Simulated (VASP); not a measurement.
# MgB2 (P6/mmm) in VASP: a series of runs

The runs below take MgB2 through electric field gradients, with r2SCAN.

Program: VASP 6.6.1. These are calculated values, not measurements. Logs are shortened: lines on timing, memory, paths and dates and some standing lists are left out, and cuts for length are marked.

**1. The cell of the first run**

It takes space group P6/mmm (No. 191, hexagonal). The conventional cell has a = 3.085 Å, b = 3.085 Å, c = 3.523 Å, α = 90.00°, β = 90.00°, γ = 120.00°. Mg (site symmetry 6/mmm) has 12 B at 2.51 Å and 6 Mg at 3.08 to 3.09 Å within 3.3 Å. Within 2.4 Å of B (site symmetry -6m2) lie 3 B at 1.78 Å.

**2. Electric field gradients, r2SCAN**

POSCAR

```
MgB2
1.0
    3.0850000000      0.0000000000      0.0000000000
   -1.5425000000      2.6716883707      0.0000000000
    0.0000000000      0.0000000000      3.5230000000
Mg B
1 2
Direct
    0.0000000000      0.0000000000      0.0000000000
    0.3333333333      0.6666666667      0.5000000000
    0.6666666667      0.3333333333      0.5000000000
```

INCAR.step1

```
PREC = Accurate ; ENCUT = 680
ISMEAR = -1 ; SIGMA = 0.05
LREAL = F ; LASPH = T
NELM = 120 ; NBANDS = 15
GGA = PE ; ALGO = Normal
EDIFF = 1E-5 ; LWAVE = T
LCHARG = F ; GGA_COMPAT = F
```

INCAR.step2

```
PREC = Accurate ; ENCUT = 680
EDIFF = 1E-8 ; ISMEAR = -1
SIGMA = 0.05 ; LREAL = F
LASPH = T ; NELM = 120
ALGO = Normal ; ISIF = 2
LWAVE = F ; LCHARG = F
METAGGA = R2SCAN ; LMIXTAU = T
LEFG = T ; NBANDS = 15
ISTART = 1 ; GGA_COMPAT = F
```

KPOINTS

```
Automatic mesh
0
Gamma
  17 17 13
```

Potentials or basis: VASP PAW PBE potentials, release 64 (Mg_sv, B).

Command:

```
$ cat potpaw_PBE.64/Mg_sv/POTCAR potpaw_PBE.64/B/POTCAR > POTCAR
$ cp INCAR.step1 INCAR
$ mpirun -np 1 vasp_std > vasp.out
$ cp INCAR.step2 INCAR
$ mpirun -np 1 vasp_std > vasp.out
```

OUTCAR:

```text
PREC = Accurate
   ENCUT = 680
   EDIFF = 1E-8
   ISMEAR = -1
   LREAL = F
   LASPH = T
   NELM = 120
   ISIF = 2
   METAGGA = R2SCAN
   ISTART = 1

 ion  position               nearest neighbor table
   1  0.000  0.000  0.000-
   2  0.333  0.667  0.500-   3 1.78   3 1.78   3 1.78
   3  0.667  0.333  0.500-   2 1.78   2 1.78   2 1.78

  LATTYP: Found a hexagonal cell.
 ALAT       =     3.0850000000
 C/A-ratio  =     1.1419773096

  Lattice vectors:

 A1 = (   3.0850000000,   0.0000000000,   0.0000000000)
 A2 = (  -1.5425000000,   2.6716883707,   0.0000000000)
 A3 = (   0.0000000000,   0.0000000000,   3.5230000000)

Analysis of symmetry for initial positions (statically):
=====================================================================
 Subroutine PRICEL returns:
 Original cell was already a primitive cell.

 Routine SETGRP: Setting up the symmetry group for a
 hexagonal supercell.

 Subroutine GETGRP returns: Found 24 space group operations
 (whereof 24 operations were pure point group operations)
 out of a pool of 24 trial point group operations.

The static configuration has the point symmetry D_6h.

Analysis of symmetry for dynamics (positions and initial velocities):
=====================================================================
 Subroutine PRICEL returns:
 Original cell was already a primitive cell.

 Routine SETGRP: Setting up the symmetry group for a
 hexagonal supercell.

 Subroutine GETGRP returns: Found 24 space group operations
 (whereof 24 operations were pure point group operations)
 out of a pool of 24 trial point group operations.

The dynamic configuration has the point symmetry D_6h.

 Subroutine INISYM returns: Found 24 space group operations
 (whereof 24 operations are pure point group operations),
 and found     1 'primitive' translations

----------------------------------------------------------------------------------------

                                     Primitive cell

  volume of cell :      29.0371

  direct lattice vectors                    reciprocal lattice vectors
     3.085000000  0.000000000  0.000000000     0.324149109  0.187147575  0.000000000
    -1.542500000  2.671688371  0.000000000     0.000000000  0.374295150  0.000000000
     0.000000000  0.000000000  3.523000000     0.000000000  0.000000000  0.283848992

  length of vectors
     3.085000000  3.085000000  3.523000000     0.374295150  0.374295150  0.283848992

  position of ions in fractional coordinates (direct lattice)
     0.000000000  0.000000000  0.000000000
     0.333333333  0.666666667  0.500000000
     0.666666667  0.333333333  0.500000000

  ion indices of the primitive-cell ions
   primitive index   ion index
                 1           1
                 2           2
                 3           3

----------------------------------------------------------------------------------------

 KPOINTS: Automatic mesh

Automatic generation of k-mesh.
 Grid dimensions read from file:
 generate k-points for:   17   17   13

 Generating k-lattice:

  Cartesian coordinates                     Fractional coordinates (reciprocal lattice)
     0.019067595  0.011008681  0.000000000     0.058823529  0.000000000  0.000000000
     0.000000000  0.022017362  0.000000000     0.000000000  0.058823529  0.000000000
     0.000000000  0.000000000  0.021834538     0.000000000  0.000000000  0.076923077

  Length of vectors
     0.022017362  0.022017362  0.021834538

  Shift w.r.t. Gamma in fractional coordinates (k-lattice)
     0.000000000  0.000000000  0.000000000

 Subroutine IBZKPT returns following result:
 ===========================================

 Found    231 irreducible k-points:

[... 37 lines left out ...]
   ISTART =      1    job   : 0-new  1-cont  2-samecut
   ICHARG =      0    charge: 1-file 2-atom 10-const
   ISPIN  =      1    spin polarized calculation?
   LNONCOLLINEAR =      F non collinear calculations
   LSORBIT =      F    spin-orbit coupling
   LASPH  =      T    aspherical Exc in radial PAW
   ENCUT  =  680.0 eV  49.98 Ry    7.07 a.u.   6.56  6.56  7.49*2*pi/ulx,y,z
   NELM   =    120;   NELMIN=  2; NELMDL=  0     # of ELM steps
   EDIFF  = 0.1E-07   stopping-criterion for ELM
   LREAL  =      F    real-space projection
   EDIFFG = 0.1E-06   stopping-criterion for IOM
   NSW    =      0    number of steps for IOM
   IBRION =     -1    ionic relax: 0-MD 1-quasi-New 2-CG
   NFREE  =      0    steps in history (QN), initial steepest desc. (CG)
   ISIF   =      2    stress and relaxation
   ISYM   =      2    0-nonsym 1-usesym 2-fastsym
   POTIM  = 0.5000    time-step for ionic-motion
   TEBEG  =    0.0;   TEEND  =   0.0 temperature during run
   PSTRESS=    0.0 pullay stress
   NELECT =      16.0000    total number of electrons
   NUPDOWN=      -1.0000    fix difference up-down
   EMIN   =  10.00;   EMAX   =-10.00  energy-range for DOS
   EFERMI =   0.00;   METHOD = LEGACY
   ISMEAR =    -1;   SIGMA  =   0.05  broadening in eV -4-tet -1-fermi 0-gaus
   EFERMI_NEDOS =   21; number of points for ismear=-14 and -15
   IALGO  =     38    algorithm
   IMIX   =      4    mixing-type and parameters
     AMIX     =   0.40;   BMIX     =  1.00
     AMIX_MAG =   1.60;   BMIX_MAG =  1.00
  volume/ion in A,a.u.               =       9.68        65.32
  Fermi-wavevector in a.u.,A,eV,Ry     =   1.342137  2.536272 24.508618  1.801333
  Thomas-Fermi vector in A             =   2.470315
   LORBIT       =      0    0 simple, 1 ext, 2 COOP (PROOUT), +10 PAW based schemes
   METAGGA = R2SCAN    functional components
   LHFCALC =     F    Hartree Fock is set to
   AEXX    =    0.0000 exact exchange contribution
   IVDW    =     0    specifies the selected vdW correction
   LEPSILON=     F    determine dielectric tensor
   LRPA    =     F    only Hartree local field effects (RPA)
 non-spin polarized calculation
  energy-cutoff  :      680.00
  volume of cell :       29.04
 maximum number of plane-waves:      1203
 NGX is ok and might be reduce to    28
   NGX = 13   NGY = 13   NGZ = 15

 number of electron      16.0000011 magnetization

 Free energy of the ion-electron system (eV)
  ---------------------------------------------------
  ext. energy  EPLUGINS =         0.00000000
  ---------------------------------------------------
  free energy    TOTEN  =       -19.43459364 eV

  energy without entropy =      -19.42896415  energy(sigma->0) =      -19.43177890

 E-fermi :   5.0802     XC(G=0): -11.8136

 val. band max:        5.0795326843   @ k =   0.1176  -0.0000   0.2308
 cond. band min:       5.0810114546   @ k =   0.4118   0.1176   0.0769
 fundamental gap:      0.0014787703
 Fermi energy:         5.0801882219

 k-point     1 :       0.0000    0.0000    0.0000
  band No.  band energies     occupation
      1     -73.1554      2.00000
      2     -38.2702      2.00000
      3     -38.2702      2.00000
      4     -38.2530      2.00000
      5      -8.1060      2.00000
      6       1.9843      2.00000
      7       5.4836      0.00063
      8       5.4836      0.00063
      9       7.1050      0.00000
     10      11.7261      0.00000
     11      11.7261      0.00000
     12      13.5696      0.00000
     13      15.8894      0.00000
     14      18.9724      0.00000
[... 401 lines left out ...]
      2     -38.2941      2.00000
      3     -38.2789      2.00000
      4     -38.2490      2.00000
      5      -6.4151      2.00000
      6       0.9465      2.00000
      7       2.1668      2.00000
      8       3.6153      2.00000
      9       8.7446      0.00000
     10      11.3990      0.00000
     11      12.9109      0.00000
     12      12.9795      0.00000
     13      16.7594      0.00000
     14      17.5388      0.00000
     15      19.5909      0.00000

 [... further k-points ...]

------------------------ aborting loop because EDIFF is reached ----------------------------------------

  FORCE on cell =-STRESS in cart. coord.  units (eV):
  Direction    XX          YY          ZZ          XY          YZ          ZX
  --------------------------------------------------------------------------------------
  -------------------------------------------------------------------------------------
  Total       -0.5648675     -0.5648675     -0.2059478     -0.0000000     -0.0000000      0.0000000
  in kB      -31.1676160    -31.1676160    -11.3635523     -0.0000000     -0.0000000      0.0000000
  external PRESSURE =     -24.5662614 kB  Pullay stress =       0.0000000 kB

 VOLUME and BASIS-vectors are now :
 -----------------------------------------------------------------------------
  energy-cutoff  :      680.00
  volume of cell :       29.04
      direct lattice vectors                 reciprocal lattice vectors
     3.085000000  0.000000000  0.000000000     0.324149109  0.187147575  0.000000000
    -1.542500000  2.671688371  0.000000000     0.000000000  0.374295150  0.000000000
     0.000000000  0.000000000  3.523000000     0.000000000  0.000000000  0.283848992

 POSITION                                       TOTAL-FORCE (eV/Angst)
 -----------------------------------------------------------------------------------
      0.00000      0.00000      0.00000         0.000000      0.000000     -0.000000
     -0.00000      1.78113      1.76150         0.000000      0.000000     -0.000000
      1.54250      0.89056      1.76150        -0.000000     -0.000000      0.000000
 -----------------------------------------------------------------------------------
    total drift:                               -0.000000      0.000000      0.000000

  FREE ENERGIE OF THE ION-ELECTRON SYSTEM (eV)
  ---------------------------------------------------
  free  energy   TOTEN  =       -19.4345936437 eV

  energy  without entropy=      -19.4289641489  energy(sigma->0) =      -19.43177890

 Electric field gradients (V/A^2)
---------------------------------------------------------------------
 ion       V_xx      V_yy      V_zz      V_xy      V_xz      V_yz
---------------------------------------------------------------------
   1       1.401     1.408    -2.809     0.006    -0.000    -0.000
   2      -9.392    -9.392    18.783    -0.000     0.000     0.000
   3      -9.392    -9.392    18.783    -0.000     0.000     0.000
---------------------------------------------------------------------

 Electric field gradients after diagonalization (V/A^2)
 (convention: |V_zz| > |V_xx| > |V_yy|)
----------------------------------------------------------------------
 ion       V_xx      V_yy      V_zz     asymmetry (V_yy - V_xx)/ V_zz
----------------------------------------------------------------------
   1       1.411     1.398    -2.809       0.005
   2      -9.392    -9.392    18.783       0.000
   3      -9.392    -9.392    18.783       0.000
----------------------------------------------------------------------

           NMR quadrupolar parameters

 Cq : quadrupolar parameter    Cq=e*Q*V_zz/h
 eta: asymmetry parameters     (V_yy - V_xx)/ V_zz
 Q  : nuclear electric quadrupole moment in mb (millibarn)
----------------------------------------------------------------------
 ion       Cq(MHz)       eta       Q (mb)
----------------------------------------------------------------------
   1      -0.007       0.005       1.000
   2       0.045       0.000       1.000
   3       0.045       0.000       1.000
----------------------------------------------------------------------
```

Wall time 4.8 min (1 thread of Intel Xeon 6975P-C (Granite Rapids), shared host); peak memory 0.27 GiB.

What came out:

```yaml
Free_energy: -19.4346 eV
Pressure: -2.5 GPa
Band_gap_on_the_k_mesh: zero (bands 8 and 9 overlap by 3.21 eV)
Largest_electric_field_gradient_by_atom: Mg -2.8; B +18.8 V/Å²
```

Levels at points of the mesh, in eV from the Fermi level:
```tsv
k point	band 5	band 6	band 7	band 8	band 9	band 10	band 11	band 12
(0.00, 0.00, 0.00)	-13.19	-3.10	0.40	0.40	2.02	6.65	6.65	8.49
```

Electric field gradients, principal values (V/Å²):
| atom | least | middle | greatest (by size) |
| --- | --- | --- | --- |
| 1 Mg | 1.398 | 1.411 | -2.809 |
| 2 B | -9.392 | -9.392 | 18.783 |
| 3 B | -9.392 | -9.392 | 18.783 |

Caveat: without QUAD_EFG the Cq values of the log hold for a quadrupole moment of 1 mb, not for the nuclei; the PAW data sets were made with another functional, which shifts forces and pressure a little.

**3. Electric field gradients, r2SCAN**

POSCAR is that of step 2.

INCAR.step1

```
SYSTEM = MgB2
PREC = Accurate ; ENCUT = 680
ISMEAR = -1 ; SIGMA = 0.05
LREAL = .FALSE. ; LASPH = .TRUE.
NELM = 120 ; NBANDS = 15
GGA = PE ; ALGO = Normal
EDIFF = 1E-5 ; LWAVE = .TRUE.
LCHARG = .FALSE. ; GGA_COMPAT = .FALSE.
```

INCAR.step2

```
SYSTEM = MgB2
PREC = Accurate ; ENCUT = 680
EDIFF = 1E-8 ; ISMEAR = -1
SIGMA = 0.05 ; LREAL = .FALSE.
LASPH = .TRUE. ; NELM = 120
ALGO = Normal ; ISIF = 2
LWAVE = .FALSE. ; LCHARG = .FALSE.
METAGGA = R2SCAN ; LMIXTAU = .TRUE.
LEFG = .TRUE. ; NBANDS = 15
ISTART = 1 ; GGA_COMPAT = .FALSE.
```

KPOINTS

```
Automatic mesh
0
G
  17 17 13
  0 0 0
```

Potentials or basis: VASP PAW PBE potentials, release 64 (Mg_sv, B).

Command:

```
$ cat potpaw_PBE.64/Mg_sv/POTCAR potpaw_PBE.64/B/POTCAR > POTCAR
$ cp INCAR.step1 INCAR
$ mpirun -np 1 vasp_std > vasp.out
$ cp INCAR.step2 INCAR
$ mpirun -np 1 vasp_std > vasp.out
```

OUTCAR:

```text
SYSTEM = MgB2
   PREC = Accurate
   ENCUT = 680
   EDIFF = 1E-8
   ISMEAR = -1
   LREAL = .FALSE.
   LASPH = .TRUE.
   NELM = 120
   ISIF = 2
   METAGGA = R2SCAN
   ISTART = 1

 ion  position               nearest neighbor table
   1  0.000  0.000  0.000-
   2  0.333  0.667  0.500-   3 1.78   3 1.78   3 1.78
   3  0.667  0.333  0.500-   2 1.78   2 1.78   2 1.78

  LATTYP: Found a hexagonal cell.
 ALAT       =     3.0850000000
 C/A-ratio  =     1.1419773096

  Lattice vectors:

 A1 = (   3.0850000000,   0.0000000000,   0.0000000000)
 A2 = (  -1.5425000000,   2.6716883707,   0.0000000000)
 A3 = (   0.0000000000,   0.0000000000,   3.5230000000)

Analysis of symmetry for initial positions (statically):
=====================================================================
 Subroutine PRICEL returns:
 Original cell was already a primitive cell.
[... 629 lines left out ...]
    -1.542500000  2.671688371  0.000000000     0.000000000  0.374295150  0.000000000
     0.000000000  0.000000000  3.523000000     0.000000000  0.000000000  0.283848992

 POSITION                                       TOTAL-FORCE (eV/Angst)
 -----------------------------------------------------------------------------------
      0.00000      0.00000      0.00000         0.000000      0.000000     -0.000000
     -0.00000      1.78113      1.76150         0.000000      0.000000     -0.000000
      1.54250      0.89056      1.76150        -0.000000     -0.000000      0.000000
 -----------------------------------------------------------------------------------
    total drift:                               -0.000000      0.000000      0.000000

  FREE ENERGIE OF THE ION-ELECTRON SYSTEM (eV)
  ---------------------------------------------------
  free  energy   TOTEN  =       -19.4345936437 eV

  energy  without entropy=      -19.4289641489  energy(sigma->0) =      -19.43177890

 Electric field gradients (V/A^2)
---------------------------------------------------------------------
 ion       V_xx      V_yy      V_zz      V_xy      V_xz      V_yz
---------------------------------------------------------------------
   1       1.401     1.408    -2.809     0.006    -0.000    -0.000
   2      -9.392    -9.392    18.783    -0.000     0.000     0.000
   3      -9.392    -9.392    18.783    -0.000     0.000     0.000
---------------------------------------------------------------------

 Electric field gradients after diagonalization (V/A^2)
 (convention: |V_zz| > |V_xx| > |V_yy|)
----------------------------------------------------------------------
 ion       V_xx      V_yy      V_zz     asymmetry (V_yy - V_xx)/ V_zz
----------------------------------------------------------------------
   1       1.411     1.398    -2.809       0.005
   2      -9.392    -9.392    18.783       0.000
   3      -9.392    -9.392    18.783       0.000
----------------------------------------------------------------------

           NMR quadrupolar parameters

 Cq : quadrupolar parameter    Cq=e*Q*V_zz/h
 eta: asymmetry parameters     (V_yy - V_xx)/ V_zz
 Q  : nuclear electric quadrupole moment in mb (millibarn)
----------------------------------------------------------------------
 ion       Cq(MHz)       eta       Q (mb)
----------------------------------------------------------------------
   1      -0.007       0.005       1.000
   2       0.045       0.000       1.000
   3       0.045       0.000       1.000
----------------------------------------------------------------------
```

OSZICAR.step1:

```text
N       E                     dE             d eps       ncg     rms          rms(c)
DAV:   1     0.110938109580E+03    0.11094E+03   -0.10821E+04  6930   0.139E+03
DAV:   2    -0.129955426453E+02   -0.12393E+03   -0.11858E+03  8575   0.348E+02
DAV:   3    -0.169849526854E+02   -0.39894E+01   -0.39409E+01 10008   0.601E+01
DAV:   4    -0.170428313920E+02   -0.57879E-01   -0.57864E-01  7753   0.665E+00
DAV:   5    -0.170440104969E+02   -0.11791E-02   -0.11791E-02  9758   0.798E-01    0.689E+00
DAV:   6    -0.155850743190E+02    0.14589E+01   -0.87462E-01  8575   0.700E+00    0.321E+00
DAV:   7    -0.153310796982E+02    0.25399E+00   -0.52807E-01  9086   0.459E+00    0.792E-01
DAV:   8    -0.153303092961E+02    0.77040E-03   -0.70614E-02  8085   0.237E+00    0.437E-01
DAV:   9    -0.153244648556E+02    0.58444E-02   -0.59118E-03  8316   0.635E-01    0.598E-02
DAV:  10    -0.153243920975E+02    0.72758E-04   -0.10352E-03  9177   0.262E-01    0.405E-02
DAV:  11    -0.153244047740E+02   -0.12676E-04   -0.51651E-05  8078   0.600E-02    0.174E-02
DAV:  12    -0.153244016288E+02    0.31452E-05   -0.84557E-06  6775   0.253E-02
   1 F= -.15324402E+02 E0= -.15321574E+02  d E =-.565457E-02
```

Run time: 5.7 min. Hardware: 1 thread of Intel Xeon 6975P-C (Granite Rapids), shared host; peak memory 0.27 GiB.

What came out:

```
Free energy                             : -19.4346 eV
Pressure                                : -2.5 GPa
Band gap on the k mesh                  : zero (bands 8 and 9 overlap by 3.21 eV)
Largest electric field gradient by atom : Mg -2.8; B +18.8 V/Å²
```

Electric field gradients, principal values (V/Å²):
```tsv
atom	least	middle	greatest (by size)
1 Mg	1.398	1.411	-2.809
2 B	-9.392	-9.392	18.783
3 B	-9.392	-9.392	18.783
```

Caveat: without QUAD_EFG the Cq values of the log hold for a quadrupole moment of 1 mb, not for the nuclei; the PAW data sets were made with another functional, which shifts forces and pressure a little.
